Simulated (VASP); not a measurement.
Set up this calculation in VASP 6.6.1, as the native input.

* Task: single point
* Functional: PBEsol
* Potentials or basis: VASP PAW PBE potentials, release 64 (Ni, O)
* Cutoff: 600 eV
* k mesh: 9 × 9 × 9
* Occupations: gaussian, width 0.05 eV
* Spin: collinear spin, ferromagnetic start
* Starting moments: [1.91, 1.91, 0.21, 0.21] μB
* Fixed moment: 4 μB
* Hubbard terms: Ni d U = 7.5 eV
* Dipole correction: no
* Further INCAR settings: ALGO = Normal; EDIFF = 1e-06; NBANDS = 28

The structure of NiO lies in POSCAR:

```
NiO
1.0
    0.0000000000      2.0913095100      2.0913095100
    2.0913095100      0.0000000000      2.0913095100
    4.1826190200      4.1826190200      0.0000000000
Ni O
2 2
Direct
    0.0000000000      0.0000000000      0.0000000000
    0.0000000000      0.0000000000      0.5000000000
    0.5000000000      0.5000000000      0.2500000000
    0.5000000000      0.5000000000      0.7500000000
```

The input as run:

INCAR

```
ALGO = Normal ; EDIFF = 1E-6
ENCUT = 600 ; GGA = PS
GGA_COMPAT = F ; ISIF = 2
ISMEAR = 0 ; ISPIN = 2
LASPH = T ; LCHARG = F
LDAU = T ; LDAUJ = 0 0
LDAUL = 2 -1 ; LDAUPRINT = 1
LDAUTYPE = 2 ; LDAUU = 7.5 0
LMAXMIX = 4 ; LORBIT = 11
LREAL = F ; LWAVE = F
MAGMOM = 1.91 1.91 0.21 0.21 ; NBANDS = 28
NELM = 200 ; NUPDOWN = 4.0
PREC = Accurate ; SIGMA = 0.05
```

KPOINTS

```
k-points
0
Gamma
  9 9 9
```

Potentials or basis: VASP PAW PBE potentials, release 64 (Ni, O).

Run with:

```console
$ cat potpaw_PBE.64/Ni/POTCAR potpaw_PBE.64/O/POTCAR > POTCAR
$ mpirun -np 1 vasp_std > vasp.out
```

It gave:

```
Pressure                                              : -10.2 GPa
Net moment                                            : 4.00 μB per cell
Site moments                                          : Ni +1.86; O +0.15 μB
Valence electrons inside the program's atomic spheres : Ni 9.02; O 5.00
```

Caveat: the cell stands under tension; the PAW data sets were made with another functional, which shifts forces and pressure a little; the total moment is fixed, so each spin has its own Fermi level and the state may be an excited one.

Run time: 6 min on 1 thread of Oxide Virtual Turin-like Processor, with other jobs on the host, peak memory 0.26 GiB.
